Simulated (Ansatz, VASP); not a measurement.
**Two plane-wave programs on BaTiO3**

```
Ba Ti O
1.0
     3.99218    0.00000    0.00000
     0.00000    3.97232    0.00000
     0.00000    0.00000    4.11238
Ba Ti O
1 1 3
Direct
  0.00000 0.00000 0.99261
  0.50000 0.50000 0.47453
  0.50000 0.50000 0.03157
  0.50000 0.00000 0.51464
  0.00000 0.50000 0.51464
```

Change from the starting cell: strain +0.0050 x Voigt [1, 0, 0, 0, 0, 0], atoms carried along.

Alike in both runs: task single point; functional r2SCAN; k mesh 8 × 8 × 8; occupations gaussian, width 0.05 eV; no spin polarisation.

|  | VASP | Ansatz |
| --- | --- | --- |
| version | VASP 6.6.1 | Ansatz 0.2.0 |
| potentials or method | VASP PAW PBE potentials, release 64 (Ba_sv, Ti_sv, O), cutoff 520 eV | scalar-relativistic, plane waves, PAW |
| valence electrons in the cell | 40 | 40 |

|  | VASP | Ansatz | Ansatz less VASP |
| --- | --- | --- | --- |
| gap on the k mesh at the Fermi level (eV) | 2.20 | 2.22 | +0.018 |
| least direct gap on the mesh (eV) | 2.69 | 2.68 | -0.010 |
| pressure (GPa) | 1.0 | -0.9 | -1.89 |
| traceless stress, the component that is largest in VASP (GPa) | -0.71 | -0.63 | +0.077 |
| rms of the force components (eV/Å) | 0.055 | 0.008 | -0.0471 |

VASP's potentials were made for PBE, not for r2SCAN. Atom by atom the forces differ by 0.061 eV/Å (rms over components).

Spin-orbit coupling is off throughout.
